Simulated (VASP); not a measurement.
Runs of VASP 6.6.1 on AlNi. The structure is that of space group Pm-3m (No. 221), or close to it. The cells are those of the table. 

| task | level | cell | k mesh | cutoff (eV) | smearing | grid for exact exchange (PRECFOCK) | share of exact exchange | screening parameter | ions in elastic constants | gap on the mesh (eV) | pressure (GPa) | moment (μB) | relaxed volume (Å³/atom) |
| --- | --- | --- | --- | --- | --- | --- | --- | --- | --- | --- | --- | --- | --- |
| relaxation of cell and atoms | revPBE | relaxed from a = 2.881 Å, 2 atoms | 9 × 9 × 9 | 600 | fermi-dirac 0.05 eV | - | - | - | - | none | 0.0 | 0.00 | 12.31 |
| single point | PBE-based screened hybrid | a = 2.869 Å, 2 atoms | 5 × 5 × 5 | 520 | fermi-dirac 0.05 eV | Normal | 0.25 | 0.3 1/Å | - | none | 0.2 | (b) | - |
| elastic constants | PBEsol | a = 2.881 Å, 2 atoms | 8 × 8 × 8 | 600 | fermi-dirac 0.05 eV | - | - | - | relaxed | - | - | 0.00 | - |
| single point | PBE | a = 2.900 Å, 2 atoms | 9 × 9 × 9 | 520 | fermi-dirac 0.05 eV | - | - | - | - | none | -1.2 | 0.00 | - |
| single point | PBEsol | a = 2.813 Å, 2 atoms | 9 × 9 × 9 | 520 | fermi-dirac 0.05 eV | - | - | - | - | none | 10.2 | 0.00 | - |
| single point | PBE | a = 2.881 Å, 2 atoms | 9 × 9 × 9 | 520 | fermi-dirac 0.05 eV | - | - | - | - | none | 2.0 | 0.00 | - |
| single point | r2SCAN0 | a = 2.881 Å, 2 atoms | 5 × 5 × 5 | 520 | fermi-dirac 0.05 eV | Normal | - | - | - | none | (a) | 0.06 | - |
| single point | RPBE | a = 2.881 Å, 2 atoms | 9 × 9 × 9 | 600 | fermi-dirac 0.05 eV | - | - | - | - | none | 5.7 | 0.00 | - |
| relaxation of cell and atoms | PBEsol | relaxed from a = 2.881 Å, 2 atoms | 9 × 9 × 9 | 600 | fermi-dirac 0.05 eV | - | - | - | - | none | 0.0 | 0.00 | 11.72 |
| single point | PBE | a = 2.881 Å, 2 atoms | 9 × 9 × 9 | 520 | gaussian 0.011 eV | - | - | - | - | none | 1.8 | 0.00 | - |
| relaxation of cell and atoms | RPBE+D4 | relaxed from a = 2.881 Å, 2 atoms | 9 × 9 × 9 | 600 | fermi-dirac 0.05 eV | - | - | - | - | none | 0.0 | 0.00 | 11.58 |
| single point | r2SCAN | a = 2.919 Å, 2 atoms | 9 × 9 × 9 | 520 | fermi-dirac 0.05 eV | - | - | - | - | none | -9.3 | 0.00 | - |

Alike in all rows: potentials or basis VASP PAW PBE potentials, release 64 (Ni, Al); spin collinear, ferromagnetic start.

Question: Estimate the missing entries.

Answer: (a) -5.4; (b) 0.44.

Caveats: some runs use coarse meshes; the PAW data sets were made with another functional, which shifts forces and pressure a little (some runs); the cell is under stress, which shifts elastic constants (some runs); pairwise dispersion overbinds metals, which lowers pressure and volume (some runs).

A gap of «none» marks levels without a gap at the run's occupations.
